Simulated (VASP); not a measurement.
Ti3Al5, 8 atoms in the cell. Symmetry: Pmmm, No. 47, orthorhombic system. The conventional cell has a = 3.847 Å, b = 3.959 Å, c = 7.973 Å, α = 90.00°, β = 90.00°, γ = 90.00°. Ti (site symmetry mm2) has 10 Al at 2.69 to 2.89 Å and 2 Ti at 2.85 Å within 3.5 Å. Ti (site symmetry mmm) has 8 Al at 2.76 to 2.77 Å and 4 Ti at 2.85 Å within 3.6 Å. Al (site symmetry mmm) has 4 Al at 2.73 Å and 8 Ti at 2.76 to 2.89 Å within 3.6 Å. Within 3.6 Å of Al (site symmetry mmm) lie 4 Ti at 2.73 Å and 8 Al at 2.76 to 2.81 Å. Within 3.5 Å of Al (site symmetry mmm) lie 4 Ti at 2.69 Å and 8 Al at 2.76 to 2.85 Å. Within 3.6 Å of Al (site symmetry mm2) lie 6 Al at 2.73 to 2.85 Å and 6 Ti at 2.77 Å. 

| Quantity | Value |
| --- | --- |
| Program | VASP 6.6.1 |
| Task | single point |
| Functional | PBEsol |
| Potentials or basis | VASP PAW PBE potentials, release 64 (Ti_sv, Al) |
| Cutoff | 520 eV |
| k mesh | 10 × 10 × 6 |
| Occupations | gaussian, width 0.1 eV |
| Spin | no spin polarisation |
| Dipole correction | no |
| Further INCAR settings | ALGO = Fast; EDIFF = 1e-06; NBANDS = 36 |

Potentials or basis: VASP PAW PBE potentials, release 64 (Ti_sv, Al).

Command:

```sh
$ cat potpaw_PBE.64/Ti_sv/POTCAR potpaw_PBE.64/Al/POTCAR > POTCAR
$ mpirun -np 1 vasp_std > vasp.out
```

Hardware: 1 thread of Oxide Virtual Turin-like Processor (shared host).

Problem. How long does it take, and how much memory?

Solution. It took 60 min on 1 thread of Oxide Virtual Turin-like Processor, on a shared host, peak memory 0.53 GiB. Counts: scf iterations 39, k points 144.
